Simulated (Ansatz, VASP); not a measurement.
## One calculation of Ta, two programs

POSCAR

```
Ta
1.0
   -1.5349877589      1.5349877589      1.5349877589
    1.5349877589     -1.5349877589      1.5349877589
    1.5349877589      1.5349877589     -1.5349877589
Ta
1
Direct
    0.0000000000      0.0000000000      0.0000000000
```

The input INCAR.step1:

```
SYSTEM = Ta
PREC     = Accurate       ! precision mode
ENCUT    = 520            ! plane-wave cutoff, eV
ISMEAR   = -1             ! smearing method
SIGMA    = 0.1            ! smearing width, eV
LREAL    = .FALSE.        ! projectors in reciprocal space
LASPH    = .TRUE.         ! aspherical terms in the spheres
NELM     = 60             ! most SCF steps
NBANDS   = 12             ! bands
GGA      = PE             ! functional
ALGO     = Normal         ! electronic algorithm
EDIFF    = 1E-4           ! SCF threshold, eV
LWAVE    = .TRUE.         ! write WAVECAR
LCHARG   = .FALSE.        ! write CHGCAR
```

File INCAR.step2:

```
SYSTEM = Ta
PREC     = Accurate       ! precision mode
ENCUT    = 520            ! plane-wave cutoff, eV
EDIFF    = 1E-6           ! SCF threshold, eV
ISMEAR   = -1             ! smearing method
SIGMA    = 0.1            ! smearing width, eV
LREAL    = .FALSE.        ! projectors in reciprocal space
LASPH    = .TRUE.         ! aspherical terms in the spheres
NELM     = 60             ! most SCF steps
ALGO     = Normal         ! electronic algorithm
ISIF     = 2              ! what is computed and relaxed
LWAVE    = .FALSE.        ! write WAVECAR
LCHARG   = .FALSE.        ! write CHGCAR
METAGGA  = R2SCAN         ! meta-GGA
LMIXTAU  = .TRUE.       
NBANDS   = 12             ! bands
ISTART   = 1
```

Contents of KPOINTS:

```
Automatic mesh
0
G
  16 16 16
  0 0 0
```

Input for Ansatz:

```yaml
crystal:
  lattice:
    - [-1.5349877589, 1.5349877589, 1.5349877589]
    - [1.5349877589, -1.5349877589, 1.5349877589]
    - [1.5349877589, 1.5349877589, -1.5349877589]
  atoms:
    - { symbol: Ta, position: [0.0, 0.0, 0.0] }
kpoints:
  mp_grid: { grid: [16, 16, 16] }
  band_path:
    path:
      - [0.0, 0.0, 0.0]
      - [0.5, -0.5, 0.5]
      - [0.0, 0.0, 0.5]
      - [0.0, 0.0, 0.0]
      - [0.25, 0.25, 0.25]
      - [0.5, -0.5, 0.5]
      - [0.25, 0.25, 0.25]
      - [0.0, 0.0, 0.5]
    npoints: 8
scf:
  occupations: { method: fermi_dirac, width: 0.1 }
hamiltonian:
  xc: r2scan
  pseudopotentials: { kind: paw }
output:
  forces: true
  stress: true
  eigenvalues: true
  populations: true
  dos: { projected: true, de: 0.2, e_range: [-14, 8] }
  write_density: true
  write_potential: true
  elf: true
  volumetric_format: npy
```

Change from the starting cell: volume scaled by 0.8, PAW files.

Alike in both runs: task single point; functional r2SCAN; k mesh 16 × 16 × 16; occupations fermi-dirac, width 0.1 eV; no spin polarisation.

|  | VASP | Ansatz |
| --- | --- | --- |
| version | VASP 6.6.1 | Ansatz 0.2.0 |
| potentials or method | VASP PAW PBE potentials, release 64 (Ta_pv) | PAW with Ansatz's default frozen-core files, scalar-relativistic |
| plane-wave cutoff (eV) | 520 | 500 |
| valence electrons in the cell | 11 | 13 |

|  | VASP | Ansatz | Ansatz less VASP |
| --- | --- | --- | --- |
| pressure (GPa) | 68.0 | 66.3 | -1.67 |

VASP's potentials were made for PBE, not for r2SCAN. Both programs put the cell under a high pressure, so it lies far from rest at this level. VASP's potentials hold 11 valence electrons a cell and Ansatz's 13, so a difference there can come from the potentials and not from the codes.

Neither program's run includes spin-orbit coupling. Noted on VASP's run: the cell as given lies far from equilibrium.
